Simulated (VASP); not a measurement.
Runs of VASP 6.6.1 on Mo. The structure is that of space group Fd-3m (No. 227), or close to it. The cells are those of the table. 

```csv
task,cell,k mesh,cutoff (eV),gap on the mesh (eV),pressure (GPa)
relaxation of cell and atoms,"relaxed from a = 3.904 Å, angles 60.0°, 2 atoms",10 × 10 × 10,600,none,-0.1
single point,"a = 4.094 Å, angles 60.0°, 2 atoms",15 × 15 × 15,520,none,0.5
single point,"a = 4.252 Å, angles 60.0°, 2 atoms",11 × 11 × 11,520,none,-8.2
single point,"a = 3.982 Å, angles 60.0°, 2 atoms",11 × 11 × 11,520,none,10.0
single point,"a = 3.923 Å, angles 60.0°, 2 atoms",11 × 11 × 11,520,none,16.5
single point,"a = 4.094 Å, angles 60.0°, 2 atoms",10 × 10 × 10,520,none,0.5
single point,"a = 4.148 Å, angles 60.0°, 2 atoms",11 × 11 × 11,520,none,(b)
single point,"a = 4.094 Å, angles 60.0°, 2 atoms",11 × 11 × 11,520,none,0.5
single point,"a = 4.200 Å, angles 60.0°, 2 atoms",11 × 11 × 11,520,none,(a)
single point,"a = 4.039 Å, angles 60.0°, 2 atoms",11 × 11 × 11,520,none,4.8
```

Alike in all rows: level BLYP; potentials or basis VASP PAW PBE potentials, release 64 (Mo_sv); no spin polarisation; smearing fermi-dirac 0.1 eV.

Task: Estimate the missing entries.

Result: (a) -5.9; (b) -3.0.

Caveats: the PAW data sets were made with another functional, which shifts forces and pressure a little.

A k mesh can miss the band edges, and the runs leave out spin-orbit coupling on Mo.

A gap of «none» marks levels without a gap at the run's occupations.
